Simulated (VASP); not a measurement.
# Hf3Br (Im-3m) in VASP: notebook, part 2 of 2

VASP 6.6.1. Earlier steps stand in the parts before.

## 3. Single point, PBE

This run uses another cell than the first one, of 24.23 Å³/atom, 1.028 times its volume.

The input, INCAR:

```
SYSTEM = Hf3Br
PREC     = Accurate       ! precision mode
ENCUT    = 520            ! plane-wave cutoff, eV
EDIFF    = 1E-6           ! SCF threshold, eV
ISMEAR   = 0              ! smearing method
SIGMA    = 0.1            ! smearing width, eV
LREAL    = .FALSE.        ! projectors in reciprocal space
LASPH    = .TRUE.         ! aspherical terms in the spheres
NELM     = 60             ! most SCF steps
ALGO     = Normal         ! electronic algorithm
ISIF     = 2              ! what is computed and relaxed
LWAVE    = .FALSE.        ! write WAVECAR
LCHARG   = .FALSE.        ! write CHGCAR
GGA      = PE             ! functional
NBANDS   = 26             ! bands
```

The input, KPOINTS:

```
regular mesh
0
G
  4 4 4
  0 0 0
```

The input, POSCAR:

```
Hf3Br
1.0
   -2.8937548300      2.8937548300      2.8937548300
    2.8937548300     -2.8937548300      2.8937548300
    2.8937548300      2.8937548300     -2.8937548300
Hf Br
3 1
Direct
    0.0000000000      0.5000000000      0.5000000000
    0.5000000000      0.0000000000      0.5000000000
    0.5000000000      0.5000000000      0.0000000000
    0.0000000000      0.0000000000      0.0000000000
```

Potentials or basis: VASP PAW PBE potentials, release 64 (Hf_pv, Br).

Command:

```sh
$ cat potpaw_PBE.64/Hf_pv/POTCAR potpaw_PBE.64/Br/POTCAR > POTCAR
$ mpirun -np 1 vasp_std > vasp.out
```

OUTCAR:

```text
SYSTEM = Hf3Br
   PREC = Accurate
   ENCUT = 520
   EDIFF = 1E-6
   ISMEAR = 0
   LREAL = .FALSE.
   LASPH = .TRUE.
   NELM = 60
   ISIF = 2
   GGA = PE

 ion  position               nearest neighbor table
   1  0.000  0.500  0.500-   2 2.89   3 2.89   4 2.89   4 2.89   3 2.89   2 2.89
   2  0.500  0.000  0.500-   1 2.89   3 2.89   4 2.89   3 2.89   4 2.89   1 2.89
   3  0.500  0.500  0.000-   1 2.89   2 2.89   4 2.89   2 2.89   1 2.89   4 2.89
   4  0.000  0.000  0.000-   1 2.89   2 2.89   3 2.89   1 2.89   2 2.89   3 2.89

  LATTYP: Found a body centered cubic cell.
 ALAT       =     5.7875096600

  Lattice vectors:

 A1 = (  -2.8937548300,   2.8937548300,   2.8937548300)
 A2 = (   2.8937548300,  -2.8937548300,   2.8937548300)
 A3 = (   2.8937548300,   2.8937548300,  -2.8937548300)

Analysis of symmetry for initial positions (statically):
=====================================================================
 Subroutine PRICEL returns:
 Original cell was already a primitive cell.

 Routine SETGRP: Setting up the symmetry group for a
 body centered cubic supercell.

 Subroutine GETGRP returns: Found 48 space group operations
 (whereof 48 operations were pure point group operations)
 out of a pool of 48 trial point group operations.

The static configuration has the point symmetry O_h .

Analysis of symmetry for dynamics (positions and initial velocities):
=====================================================================
 Subroutine PRICEL returns:
 Original cell was already a primitive cell.

 Routine SETGRP: Setting up the symmetry group for a
 body centered cubic supercell.

 Subroutine GETGRP returns: Found 48 space group operations
 (whereof 48 operations were pure point group operations)
 out of a pool of 48 trial point group operations.

The dynamic configuration has the point symmetry O_h .

 Subroutine INISYM returns: Found 48 space group operations
 (whereof 48 operations are pure point group operations),
 and found     1 'primitive' translations

----------------------------------------------------------------------------------------

                                     Primitive cell

  volume of cell :      96.9271

  direct lattice vectors                    reciprocal lattice vectors
    -2.893754830  2.893754830  2.893754830     0.000000000  0.172785889  0.172785889
     2.893754830 -2.893754830  2.893754830     0.172785889  0.000000000  0.172785889
     2.893754830  2.893754830 -2.893754830     0.172785889  0.172785889  0.000000000

  length of vectors
     5.012130390  5.012130390  5.012130390     0.244356147  0.244356147  0.244356147

  position of ions in fractional coordinates (direct lattice)
     0.000000000  0.500000000  0.500000000
     0.500000000  0.000000000  0.500000000
     0.500000000  0.500000000  0.000000000
     0.000000000  0.000000000  0.000000000

  ion indices of the primitive-cell ions
   primitive index   ion index
                 1           1
                 2           2
                 3           3
                 4           4

----------------------------------------------------------------------------------------

 KPOINTS: regular mesh

Automatic generation of k-mesh.
 Grid dimensions read from file:
 generate k-points for:    4    4    4

 Generating k-lattice:

  Cartesian coordinates                     Fractional coordinates (reciprocal lattice)
     0.000000000  0.043196472  0.043196472     0.250000000  0.000000000  0.000000000
     0.043196472  0.000000000  0.043196472     0.000000000  0.250000000  0.000000000
     0.043196472  0.043196472  0.000000000     0.000000000  0.000000000  0.250000000

  Length of vectors
     0.061089037  0.061089037  0.061089037

  Shift w.r.t. Gamma in fractional coordinates (k-lattice)
     0.000000000  0.000000000  0.000000000

 Subroutine IBZKPT returns following result:
 ===========================================

 Found      8 irreducible k-points:

 Following reciprocal coordinates:
            Coordinates               Weight
  0.000000  0.000000  0.000000      1.000000
  0.250000  0.000000  0.000000     12.000000
  0.500000  0.000000  0.000000      6.000000
  0.250000  0.250000  0.000000     24.000000
  0.250000  0.250000  0.250000      2.000000
 -0.250000  0.250000  0.250000      6.000000
  0.500000  0.500000  0.250000     12.000000
  0.500000  0.500000  0.500000      1.000000
   k-points           NKPTS =      8   k-points in BZ     NKDIM =      8   number of bands    NBANDS=     26
   number of dos      NEDOS =    301   number of ions     NIONS =      4
   total plane-waves  NPLWV =  64000
   dimension x,y,z NGX =    40 NGY =   40 NGZ =   40
   dimension x,y,z NGXF=    80 NGYF=   80 NGZF=   80
   ions per type =               3   1
   NGX,Y,Z   is equivalent  to a cutoff of  13.27, 13.27, 13.27 a.u.
   NGXF,Y,Z  is equivalent  to a cutoff of  26.53, 26.53, 26.53 a.u.
 SYSTEM =  Hf3Br
   PREC   = accura    normal or accurate (medium, high low for compatibility)
   ISTART =      0    job   : 0-new  1-cont  2-samecut
   ICHARG =      2    charge: 1-file 2-atom 10-const
   ISPIN  =      1    spin polarized calculation?
   LNONCOLLINEAR =      F non collinear calculations
   LSORBIT =      F    spin-orbit coupling
   LASPH  =      T    aspherical Exc in radial PAW
   ENCUT  =  520.0 eV  38.22 Ry    6.18 a.u.   9.32  9.32  9.32*2*pi/ulx,y,z
   NELM   =     60;   NELMIN=  2; NELMDL= -5     # of ELM steps
   EDIFF  = 0.1E-05   stopping-criterion for ELM
   LREAL  =      F    real-space projection
   EDIFFG = 0.1E-04   stopping-criterion for IOM
   NSW    =      0    number of steps for IOM
   IBRION =     -1    ionic relax: 0-MD 1-quasi-New 2-CG
   NFREE  =      0    steps in history (QN), initial steepest desc. (CG)
   ISIF   =      2    stress and relaxation
   ISYM   =      2    0-nonsym 1-usesym 2-fastsym
   POTIM  = 0.5000    time-step for ionic-motion
   TEBEG  =    0.0;   TEEND  =   0.0 temperature during run
   PSTRESS=    0.0 pullay stress
   NELECT =      37.0000    total number of electrons
   NUPDOWN=      -1.0000    fix difference up-down
   EMIN   =  10.00;   EMAX   =-10.00  energy-range for DOS
   EFERMI =   0.00;   METHOD = LEGACY
   ISMEAR =     0;   SIGMA  =   0.10  broadening in eV -4-tet -1-fermi 0-gaus
   EFERMI_NEDOS =   21; number of points for ismear=-14 and -15
   IALGO  =     38    algorithm
   IMIX   =      4    mixing-type and parameters
     AMIX     =   0.40;   BMIX     =  1.00
     AMIX_MAG =   1.60;   BMIX_MAG =  1.00
  volume/ion in A,a.u.               =      24.23       163.52
  Fermi-wavevector in a.u.,A,eV,Ry     =   1.187573  2.244188 19.188702  1.410330
  Thomas-Fermi vector in A             =   2.323721
   LORBIT       =      0    0 simple, 1 ext, 2 COOP (PROOUT), +10 PAW based schemes
   GGA     = PE    functional components
   LHFCALC =     F    Hartree Fock is set to
   AEXX    =    0.0000 exact exchange contribution
   IVDW    =     0    specifies the selected vdW correction
   LEPSILON=     F    determine dielectric tensor
   LRPA    =     F    only Hartree local field effects (RPA)
 non-spin polarized calculation
 Gauss-broadening in eV      SIGMA  =   0.10
  energy-cutoff  :      520.00
  volume of cell :       96.93
 maximum number of plane-waves:      2625
 NGX is ok and might be reduce to    40
   NGX = 19   NGY = 19   NGZ = 19

 number of electron      36.9999997 magnetization

 Free energy of the ion-electron system (eV)
  ---------------------------------------------------
  ext. energy  EPLUGINS =         0.00000000
  ---------------------------------------------------
  free energy    TOTEN  =       -28.73291023 eV

  energy without entropy =      -28.69987284  energy(sigma->0) =      -28.71639154

 E-fermi :   4.7627     XC(G=0): -10.5481

 val. band max:        4.5010806344   @ k =   0.5000   0.5000   0.2500
 cond. band min:       4.7826593232   @ k =   0.2500   0.2500   0.0000
 fundamental gap:      0.2815786887
 Fermi energy:         4.7626783639

 k-point     1 :       0.0000    0.0000    0.0000
  band No.  band energies     occupation
      1     -26.4528      2.00000
      2     -26.4528      2.00000
      3     -26.4528      2.00000
      4     -26.3661      2.00000
      5     -26.3661      2.00000
      6     -26.3661      2.00000
[... 221 lines left out ...]
     25       7.1870      0.00000
     26       7.3851      0.00000

------------------------ aborting loop because EDIFF is reached ----------------------------------------

  FORCE on cell =-STRESS in cart. coord.  units (eV):
  Direction    XX          YY          ZZ          XY          YZ          ZX
  --------------------------------------------------------------------------------------
  -------------------------------------------------------------------------------------
  Total       -1.3441449     -1.3441449     -1.3441449      0.0000000      0.0000000     -0.0000000
  in kB      -22.2183341    -22.2183341    -22.2183341      0.0000000      0.0000000     -0.0000000
  external PRESSURE =     -22.2183341 kB  Pullay stress =       0.0000000 kB

 VOLUME and BASIS-vectors are now :
 -----------------------------------------------------------------------------
  energy-cutoff  :      520.00
  volume of cell :       96.93
      direct lattice vectors                 reciprocal lattice vectors
    -2.893754830  2.893754830  2.893754830     0.000000000  0.172785889  0.172785889
     2.893754830 -2.893754830  2.893754830     0.172785889  0.000000000  0.172785889
     2.893754830  2.893754830 -2.893754830     0.172785889  0.172785889  0.000000000

 POSITION                                       TOTAL-FORCE (eV/Angst)
 -----------------------------------------------------------------------------------
      2.89375      0.00000      0.00000        -0.000000      0.000000      0.000000
      0.00000      2.89375      0.00000        -0.000000      0.000000     -0.000000
      0.00000      0.00000      2.89375         0.000000     -0.000000      0.000000
      0.00000      0.00000      0.00000         0.000000      0.000000     -0.000000
 -----------------------------------------------------------------------------------
    total drift:                               -0.000000     -0.000000      0.000000

  FREE ENERGIE OF THE ION-ELECTRON SYSTEM (eV)
  ---------------------------------------------------
  free  energy   TOTEN  =       -28.7329102335 eV

  energy  without entropy=      -28.6998728417  energy(sigma->0) =      -28.71639154
```

Wall time 44 s (1 thread of Oxide Virtual Turin-like, shared host); peak memory 0.2 GiB.

Results:

```
Free energy : -28.7329 eV
Pressure    : -2.2 GPa
```

Caveat: the k points lie up to 0.38 Å⁻¹ apart; spin-orbit coupling is left out, which moves the levels of the heavy elements; an odd number of electrons without spin polarisation forces a metal; a magnetic or distorted state may lie lower.

## 4. Relaxation of cell and atoms, PBE

This run uses another cell than the first one, of 24.23 Å³/atom, 1.028 times its volume.

The input, INCAR:

```
  PREC = Accurate
  ENCUT = 600
  EDIFF = 1E-7
  ISMEAR = 0
  SIGMA = 0.1
  LREAL = F
  LASPH = T
  NELM = 100
  ALGO = Normal
  ISIF = 3
  LWAVE = F
  LCHARG = F
  GGA = PE
  IBRION = 2
  NSW = 90
  EDIFFG = -0.04
```

The input, KPOINTS:

```
regular mesh
0
Gamma
  4 4 4
```

POSCAR is that of step 3.

Command:

```sh
$ cat potpaw_PBE.64/Hf_pv/POTCAR potpaw_PBE.64/Br/POTCAR > POTCAR
$ mpirun -np 1 vasp_std > vasp.out
```

Wall time 2 min (1 thread of Oxide Virtual Turin-like, shared host); peak memory 0.22 GiB.

It converged, with:

| Quantity | Value |
| --- | --- |
| Free energy | -28.7575 eV |
| Relaxed volume | 23.39 Å³/atom |
| Relaxed cell | a = 4.953 Å, b = 4.953 Å, c = 4.953 Å, α = 109.47°, β = 109.47°, γ = 109.47° |
| Space group after relaxing (to 0.05 Å) | Im-3m (No. 229) |
| Energy gained by relaxing | 6.0 meV/atom |
| Ionic steps | 3 |
| Pressure after relaxing | 0.0 GPa |

The path:
```csv
step,energy change (eV),largest force (eV/Å),pressure (GPa),volume (Å³)
1,0.0000,0.0000,-2.22,96.93
2,-0.0205,0.0000,0.95,92.30
3,-0.0242,0.0000,0.00,93.55
```

Final structure:
```xyz
4
Lattice="-2.8597 2.8597 2.8597 2.8597 -2.8597 2.8597 2.8597 2.8597 -2.8597" Properties=species:S:1:pos:R:3 pbc="T T T"
Hf    2.8597    0.0000    0.0000
Hf    0.0000    2.8597    0.0000
Hf    0.0000    0.0000    2.8597
Br    0.0000    0.0000    0.0000
```

Levels at points of the mesh, in eV from the Fermi level:
```tsv
k point	band 16	band 17	band 18	band 19	band 20	band 21
(0.00, 0.00, 0.00)	-2.80	-2.80	-1.53	-1.53	1.27	1.27
(0.50, 0.00, 0.00)	-0.97	-0.43	-0.03	0.09	0.20	0.78
(0.50, 0.50, 0.50)	-1.17	-1.17	-1.17	-0.91	1.17	1.17
```

Caveat: the k points lie up to 0.39 Å⁻¹ apart in the final cell; spin-orbit coupling is left out, which moves the levels of the heavy elements; an odd number of electrons without spin polarisation forces a metal; a magnetic or distorted state may lie lower.

## 5. The runs side by side

| task | cell | cutoff (eV) | gap on the mesh (eV) | pressure (GPa) |
| --- | --- | --- | --- | --- |
| single point | a = 4.966 Å, angles 109.5°, 4 atoms | 520 | none | -0.5 |
| single point | a = 5.012 Å, angles 109.5°, 4 atoms | 520 | none | -2.2 |
| relaxation of cell and atoms | relaxed from a = 5.012 Å, angles 109.5°, 4 atoms | 600 | none | 0.0 |

Alike in all rows: level PBE; potentials or basis VASP PAW PBE potentials, release 64 (Hf_pv, Br); no spin polarisation; k mesh 4 × 4 × 4; smearing gaussian 0.1 eV.

Caveats: all runs use coarse meshes; spin-orbit coupling is left out, which moves the levels of the heavy elements; an odd number of electrons without spin polarisation forces a metal; a magnetic or distorted state may lie lower.

Total energies depend on the potentials used, so only differences within one code and one set of settings carry meaning.
